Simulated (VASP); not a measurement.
Here is a VASP 6.6.1 calculation.

The input INCAR:

```
ALGO = Fast
EDIFF = 1E-7
ENCUT = 520
GGA = PS
ISIF = 2
ISMEAR = 0
LASPH = True
LCHARG = False
LREAL = False
LWAVE = False
NBANDS = 11
NELM = 80
PREC = Accurate
SIGMA = 0.15
```

The input KPOINTS:

```
k-points
0
Gamma
  14 14 14
```

The input POSCAR:

```
Ba
1.0
    1.3699742750      3.8969804388      3.8969804388
    3.8969804388      1.3699742750      3.8969804388
    3.8969804388      3.8969804388      1.3699742750
Ba
1
Direct
    0.0000000000      0.0000000000      0.0000000000
```

Potentials or basis: VASP PAW PBE potentials, release 64 (Ba_sv).

Run with:

```sh
$ cat potpaw_PBE.64/Ba_sv/POTCAR > POTCAR
$ mpirun -np 1 vasp_std > vasp.out
```

(1) Predict the pressure.

(2) Estimate the band gap on the k mesh.

## Answers

(1) 2.7 GPa.

(2) zero (bands 5 and 6 overlap by 1.20 eV).

Caveat: the PAW data sets were made with another functional, which shifts forces and pressure a little; spin-orbit coupling is left out, which moves the levels of the heavy elements.
